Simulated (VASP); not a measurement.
A run of VASP 6.6.1 is set up as follows.

INCAR

```
PREC = Accurate
ENCUT = 600
EDIFF = 1E-6
ISMEAR = 0
SIGMA = 0.1
LREAL = False
LASPH = True
NELM = 80
ALGO = Normal
ISIF = 3
LWAVE = False
LCHARG = False
GGA = PE
IBRION = 2
NSW = 90
EDIFFG = -0.04
```

KPOINTS

```
regular mesh
0
Gamma
  4 4 4
```

Contents of POSCAR:

```
Cu3Mo
1.0
    4.0494957200      0.0000000000      0.0000000000
    0.0000000000      4.0494957200      0.0000000000
    0.0000000000      0.0000000000      4.0494957200
Cu Mo
3 1
Direct
    0.0000000000      0.5000000000      0.5000000000
    0.5000000000      0.0000000000      0.5000000000
    0.5000000000      0.5000000000      0.0000000000
    0.0000000000      0.0000000000      0.0000000000
```

Potentials or basis: VASP PAW PBE potentials, release 64 (Cu, Mo_sv).

Run with:

```bash
$ cat potpaw_PBE.64/Cu/POTCAR potpaw_PBE.64/Mo_sv/POTCAR > POTCAR
$ mpirun -np 1 vasp_std > vasp.out
```

Problem. Predict the space group after relaxing (to 0.05 Å).

Solution. Pm-3m (No. 221).

Problem. What does it give for the relaxed volume?

Solution. 13.34 Å³/atom.

Problem. Estimate the relaxed cell.

Solution. a = 3.765 Å, b = 3.765 Å, c = 3.765 Å, α = 90.00°, β = 90.00°, γ = 90.00°.

The path:
| step | energy change (eV) | largest force (eV/Å) | pressure (GPa) | volume (Å³) |
| --- | --- | --- | --- | --- |
| 1 | 0.0000 | 0.0000 | -20.65 | 66.41 |
| 2 | -0.7232 | 0.0000 | 22.18 | 47.89 |
| 3 | -1.0571 | 0.0000 | -0.37 | 53.36 |

Caveat: the k points lie up to 0.42 Å⁻¹ apart in the final cell; the volume moved by over 15 % at a fixed basis, so the end points are rough.
